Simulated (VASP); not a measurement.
Runs of VASP 6.6.1 on GaCo. The structure is that of space group Pm-3m (No. 221), or close to it. The cells are those of the table. 

```csv
cell,gap on the mesh (eV),pressure (GPa),moment (μB)
"a = 2.800 Å, 2 atoms",none,19.0,0.01
"a = 2.932 Å, 2 atoms",none,-7.8,0.16
"a = 2.826 Å, 2 atoms",none,(a),0.00
"a = 2.878 Å, 2 atoms",none,0.9,(b)
```

Alike in all rows: task single point; level PBE; potentials or basis VASP PAW PBE potentials, release 64 (Ga_d, Co); spin collinear, ferromagnetic start; k mesh 14 × 14 × 14; cutoff (eV) 520; smearing gaussian 0.1 eV.

Problem. Estimate the missing entries.

Solution. (a) 12.0; (b) 0.06.

Caveats: the cell stands under pressure (at least some runs); the cell stands under tension (at least some runs).

A k mesh can miss the band edges, and the runs leave out spin-orbit coupling on Ga.

A gap of «none» marks levels without a gap at the run's occupations.
